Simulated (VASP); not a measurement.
A run of VASP 6.6.1 is set up as follows.

Contents of INCAR:

```
PREC = Accurate
ENCUT = 520
EDIFF = 1E-6
ISMEAR = -1
SIGMA = 0.03
LREAL = F
LASPH = T
NELM = 100
ALGO = Normal
ISIF = 2
LWAVE = F
LCHARG = F
GGA = PE
NBANDS = 24
```

The input KPOINTS:

```
regular mesh
0
Gamma
  6 6 6
```

The input POSCAR:

```
KMgF3
1.0
    3.9859000000      0.0000000000      0.0000000000
    0.0000000000      3.9859000000      0.0000000000
    0.0000000000      0.0000000000      3.9859000000
K Mg F
1 1 3
Direct
    0.5000000000      0.5000000000      0.5000000000
    0.0000000000      0.0000000000      0.0000000000
    0.5000000000      0.0000000000      0.0000000000
    0.0000000000      0.5000000000      0.0000000000
    0.0000000000      0.0000000000      0.5000000000
```

Potentials or basis: VASP PAW PBE potentials, release 64 (K_sv, Mg, F).

Run with:

```sh
$ cat potpaw_PBE.64/K_sv/POTCAR potpaw_PBE.64/Mg/POTCAR potpaw_PBE.64/F/POTCAR > POTCAR
$ mpirun -np 1 vasp_std > vasp.out
```

**Question.** Predict the pressure.

**Answer.** 3.4 GPa.

**Question.** Estimate the band gap on the k mesh.

**Answer.** 7.30 eV, indirect (least direct gap 7.63 eV).

A k mesh can miss the band edges.
